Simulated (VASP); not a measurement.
# BeZn4O (P3m1) in VASP: further runs, part 2 of 2

VASP 6.6.1. Earlier steps stand in the parts before.

## (3) Single point, PBE

This run uses another cell than the first one: it holds 6 atoms, not 12.

File INCAR:

```
SYSTEM = BeZn4O
ALGO     = Normal         ! electronic algorithm
EDIFF    = 1E-6           ! SCF threshold, eV
ENCUT    = 520            ! plane-wave cutoff, eV
GGA      = PE             ! functional
ISIF     = 2              ! what is computed and relaxed
ISMEAR   = 0              ! smearing method
LASPH    = .TRUE.         ! aspherical terms in the spheres
LCHARG   = .FALSE.        ! write CHGCAR
LREAL    = .FALSE.        ! projectors in reciprocal space
LWAVE    = .FALSE.        ! write WAVECAR
NBANDS   = 37             ! bands
NELM     = 100            ! most SCF steps
PREC     = Accurate       ! precision mode
SIGMA    = 0.1            ! smearing width, eV
```

File KPOINTS:

```
k-points
0
G
  12 12 2
  0 0 0
```

File POSCAR:

```
BeZn4O
1.0
    2.6454859338      0.0000000000      0.0000000000
   -1.3227429669      2.2910580240      0.0000000000
    0.0000000000      0.0000000000     15.4786637040
Be Zn O
1 4 1
Direct
    0.3333333333      0.6666666667      0.0176031503
    0.0000000000      0.0000000000      0.7803071869
    0.3333333333      0.6666666667      0.2931922482
    0.3333333333      0.6666666667      0.6178541555
    0.0000000000      0.0000000000      0.4552989876
    0.0000000000      0.0000000000      0.0177442717
```

Potentials or basis: VASP PAW PBE potentials, release 64 (Be, Zn, O).

On the command line:

```bash
cat potpaw_PBE.64/Be/POTCAR potpaw_PBE.64/Zn/POTCAR potpaw_PBE.64/O/POTCAR > POTCAR
mpirun -np 1 vasp_std > vasp.out
```

OUTCAR:

```text
SYSTEM = BeZn4O
   EDIFF = 1E-6
   ENCUT = 520
   GGA = PE
   ISIF = 2
   ISMEAR = 0
   LASPH = .TRUE.
   LREAL = .FALSE.
   NELM = 100
   PREC = Accurate

 ion  position               nearest neighbor table
   1  0.333  0.667  0.018-   6 1.53   6 1.53   6 1.53
   2  0.000  0.000  0.780-   4 2.94   4 2.94   4 2.94
   3  0.333  0.667  0.293-   5 2.94   5 2.94   5 2.94
[... 1170 lines left out ...]
  --------------------------------------------------------------------------------------
  -------------------------------------------------------------------------------------
  Total        0.1586609      0.1586609      0.0473397      0.0000000     -0.0000000     -0.0000000
  in kB        2.7096014      2.7096014      0.8084650      0.0000000     -0.0000000     -0.0000000
  external PRESSURE =       2.0758893 kB  Pullay stress =       0.0000000 kB

 VOLUME and BASIS-vectors are now :
 -----------------------------------------------------------------------------
  energy-cutoff  :      520.00
  volume of cell :       93.82
      direct lattice vectors                 reciprocal lattice vectors
     2.645485934  0.000000000  0.000000000     0.378002388  0.218239780  0.000000000
    -1.322742967  2.291058024  0.000000000     0.000000000  0.436479561  0.000000000
     0.000000000  0.000000000 15.478663704     0.000000000  0.000000000  0.064605060

 POSITION                                       TOTAL-FORCE (eV/Angst)
 -----------------------------------------------------------------------------------
     -0.00000      1.52737      0.27247        -0.000000     -0.000000     -0.002168
      0.00000      0.00000     12.07811        -0.000000     -0.000000      0.005777
     -0.00000      1.52737      4.53822         0.000000     -0.000000     -0.006006
     -0.00000      1.52737      9.56356         0.000000      0.000000      0.001104
      0.00000      0.00000      7.04742        -0.000000     -0.000000     -0.000274
      0.00000      0.00000      0.27466        -0.000000     -0.000000      0.001566
 -----------------------------------------------------------------------------------
    total drift:                               -0.000008      0.000006      0.002134

  FREE ENERGIE OF THE ION-ELECTRON SYSTEM (eV)
  ---------------------------------------------------
  free  energy   TOTEN  =       -18.2272135785 eV

  energy  without entropy=      -18.2210510310  energy(sigma->0) =      -18.22413230
```

Wall time 95 s (1 thread of Intel Xeon Platinum 8559C (Emerald Rapids), shared host); peak memory 0.26 GiB.

What came out:

```yaml
Free_energy: -18.2272 eV
Pressure: 0.2 GPa
Largest_force: 0.006 eV/Å
Band_gap_on_the_k_mesh: zero (band 28 reaches 3.36 eV, above the bottom of band 29 at -0.52 eV)
```

Forces on the atoms (eV/Å):
```
Be   0.000  0.000 -0.002
Zn   0.000  0.000  0.006
Zn   0.000  0.000 -0.006
Zn   0.000  0.000  0.001
Zn   0.000  0.000  0.000
O    0.000  0.000  0.002
```

Stress tensor (GPa, compression positive):
```
0.27 0.00 0.00
0.00 0.27 0.00
0.00 0.00 0.08
```

Levels at points of the mesh, in eV from the Fermi level:
```csv
k point,band 25,band 26,band 27,band 28,band 29,band 30,band 31,band 32
"(0.00, 0.00, 0.00)",-5.96,-4.75,-3.52,-3.52,-2.73,0.40,2.44,5.60
"(0.50, 0.00, 0.00)",-2.61,-2.09,-1.73,-1.50,0.45,0.71,1.60,2.43
"(0.00, 0.00, 0.50)",-5.83,-4.92,-3.52,-3.52,-2.57,0.08,3.38,3.99
"(0.50, 0.00, 0.50)",-2.61,-2.09,-1.72,-1.50,0.45,0.72,1.61,2.42
```

## (4) Relaxation of cell and atoms, PBE

This run uses another cell than the first one, of 12.13 Å³/atom, 0.851 times its volume.

File INCAR:

```
SYSTEM = BeZn4O
  PREC = Accurate
  ENCUT = 600
  EDIFF = 1E-6
  ISMEAR = 0
  SIGMA = 0.2
  LREAL = .False.
  LASPH = .True.
  NELM = 100
  ALGO = Normal
  ISIF = 3
  LWAVE = .False.
  LCHARG = .False.
  GGA = PE
  IBRION = 2
  NSW = 36
  EDIFFG = -0.08
```

File KPOINTS:

```
regular mesh
0
Gamma
  7 7 1
  0 0 0
```

File POSCAR:

```
BeZn4O
1.0
    2.6800000000      0.0000000000      0.0000000000
   -1.3400000000      2.3209480800      0.0000000000
    0.0000000000      0.0000000000     23.4000000000
Be Zn O
2 8 2
Direct
    0.3333333300      0.6666666700      0.0235000000
    0.0000000000      0.0000000000      0.1175000000
    0.0000000000      0.0000000000      0.9167000000
    0.0000000000      0.0000000000      0.2137000000
    0.3333333300      0.6666666700      0.3141000000
    0.0000000000      0.0000000000      0.4145000000
    0.3333333300      0.6666666700      0.5150000000
    0.0000000000      0.0000000000      0.6154000000
    0.3333333300      0.6666666700      0.7158000000
    0.6666666700      0.3333333300      0.8162000000
    0.0000000000      0.0000000000      0.0000000000
    0.3333333300      0.6666666700      0.0940000000
```

On the command line:

```bash
cat potpaw_PBE.64/Be/POTCAR potpaw_PBE.64/Zn/POTCAR potpaw_PBE.64/O/POTCAR > POTCAR
mpirun -np 1 vasp_std > vasp.out
```

Run time: 48 min. Hardware: 1 thread of Intel Xeon Platinum 8559C (Emerald Rapids), shared host; peak memory 0.37 GiB.

It converged, with:

- Free energy: -36.7621 eV
- Relaxed volume: 14.10 Å³/atom
- Relaxed cell: a = 2.662 Å, b = 2.662 Å, c = 27.575 Å, α = 90.00°, β = 90.00°, γ = 120.00°
- Space group after relaxing (to 0.05 Å): P3m1 (No. 156)
- Energy gained by relaxing: 99.6 meV/atom
- Ionic steps: 34
- Pressure after relaxing: 0.1 GPa
- Largest force after relaxing: 0.071 eV/Å
- Band gap on the k mesh: zero (band 56 reaches 4.35 eV, above the bottom of band 57 at -0.16 eV)

Forces on the atoms (eV/Å):
```
Be   0.000  0.000  0.050
Be   0.000  0.000  0.012
Zn   0.000  0.000  0.024
Zn   0.000  0.000  0.007
Zn   0.000  0.000  0.027
Zn   0.000  0.000  0.009
Zn   0.000  0.000 -0.010
Zn   0.000  0.000  0.022
Zn   0.000  0.000 -0.003
Zn   0.000  0.000 -0.066
O    0.000  0.000 -0.071
O    0.000  0.000  0.000
```

The path:
| step | energy change (eV) | largest force (eV/Å) | pressure (GPa) | volume (Å³) |
| --- | --- | --- | --- | --- |
| 1 | 0.0000 | 1.6780 | 4.46 | 145.55 |
| 2 | -0.3586 | 1.0250 | -0.18 | 152.77 |
| 3 | -0.4003 | 1.0707 | -1.40 | 155.45 |
| 4 | -0.4089 | 1.2200 | -3.62 | 160.90 |
| 5 | -0.7231 | 0.5028 | -0.37 | 158.28 |
| 6 | -0.8192 | 0.4697 | 2.64 | 156.20 |
| 7 | -0.9272 | 0.3079 | 1.16 | 161.24 |
| 8 | -0.9308 | 0.3941 | 1.05 | 162.10 |
| 9 | -0.9530 | 0.1978 | -0.72 | 164.83 |
| 10 | -0.9544 | 0.1966 | -0.35 | 164.29 |
| 11 | -0.9659 | 0.1822 | -0.02 | 163.87 |
| 12 | -0.9758 | 0.4178 | 0.74 | 162.97 |
| 13 | -0.9810 | 0.4149 | 0.69 | 163.10 |
| 14 | -0.9955 | 0.4088 | 0.53 | 163.49 |
| 15 | -1.0193 | 0.4057 | 0.28 | 164.27 |
| 16 | -1.0463 | 0.4226 | -0.25 | 165.84 |
| 17 | -1.0497 | 0.4412 | -0.47 | 166.59 |
| 18 | -1.0752 | 0.3948 | -0.27 | 166.43 |
| 19 | -1.1235 | 0.2478 | 0.33 | 165.95 |
| 20 | -1.0691 | 0.8182 | 1.56 | 164.99 |
| 21 | -1.1299 | 0.2257 | 0.62 | 165.73 |
| 22 | -1.1422 | 0.1316 | -0.21 | 167.42 |
| 23 | -1.1424 | 0.1316 | -0.29 | 167.62 |
| 24 | -1.1524 | 0.1894 | -0.06 | 167.69 |
| 25 | -1.1570 | 0.3683 | 0.50 | 167.87 |
| 26 | -1.1588 | 0.2869 | 0.29 | 167.81 |
| 27 | -1.1662 | 0.2332 | 0.23 | 168.22 |
| 28 | -1.1788 | 0.1473 | 0.00 | 169.43 |
| 29 | -1.1798 | 0.1556 | -0.07 | 169.87 |
| 30 | -1.1852 | 0.1227 | -0.19 | 170.01 |
| 31 | -1.1899 | 0.1147 | -0.45 | 170.29 |
| 32 | -1.1935 | 0.0910 | 0.16 | 169.06 |
| 33 | -1.1935 | 0.0921 | 0.20 | 169.09 |
| 34 | -1.1956 | 0.0710 | 0.06 | 169.21 |

Final structure:
```xyz
12
Lattice="2.6619 0.0000 0.0000 -1.3309 2.3053 0.0000 0.0000 0.0000 27.5747" Properties=species:S:1:pos:R:3 pbc="T T T"
Be    0.0000    1.5368    0.2282
Be    1.3309    2.3053    3.0830
Zn    0.0000    0.0000   24.3442
Zn    2.6619    0.0000    6.8458
Zn    0.0000    1.5368    9.2653
Zn    2.6619    0.0000   11.7673
Zn    0.0000    1.5368   14.2670
Zn   -1.3309    2.3053   16.7861
Zn    0.0000    1.5368   19.3151
Zn    1.3309    0.7684   21.9331
O     0.0000    0.0000    0.2283
O     0.0000    1.5368    3.0928
```

Levels at points of the mesh, in eV from the Fermi level:
| k point | band 54 | band 55 | band 56 | band 57 | band 58 | band 59 |
| --- | --- | --- | --- | --- | --- | --- |
| (0.00, 0.00, 0.00) | -3.34 | -3.21 | -3.21 | -2.65 | -1.00 | 0.55 |

Caveat: the k points lie up to 0.39 Å⁻¹ apart in the final cell; the volume moved by over 15 % at a fixed basis, so the end points are rough; the relaxation stopped at a loose force limit of 0.08 eV/Å, so its end isn't a converged minimum.

## (5) Summary

```csv
task,cell,k mesh,cutoff (eV),smearing,gap on the mesh (eV),pressure (GPa),largest force (eV/Å)
single point,"a = 2.657, b = 2.657, c = 27.982 Å, angles 90.0, 90.0, 120.0°, 12 atoms",7 × 7 × 1,520,gaussian 0.2 eV,none,0.5,0.06
single point,"a = 2.645, b = 2.645, c = 15.479 Å, angles 90.0, 90.0, 120.0°, 6 atoms",12 × 12 × 2,520,gaussian 0.1 eV,none,0.2,0.01
relaxation of cell and atoms,"relaxed from a = 2.680, b = 2.680, c = 23.400 Å, angles 90.0, 90.0, 120.0°, 12 atoms",7 × 7 × 1,600,gaussian 0.2 eV,none,0.1,0.07
```

Alike in all rows: level PBE; potentials or basis VASP PAW PBE potentials, release 64 (Be, Zn, O); no spin polarisation.

Caveats: some runs use coarse meshes; the volume moved by over 15 % at a fixed basis, so the end points are rough (some runs); the relaxation stopped at a loose force limit of 0.08 eV/Å, so its end isn't a converged minimum (some runs).

Total energies depend on the potentials used, so only differences within one code and one set of settings carry meaning.
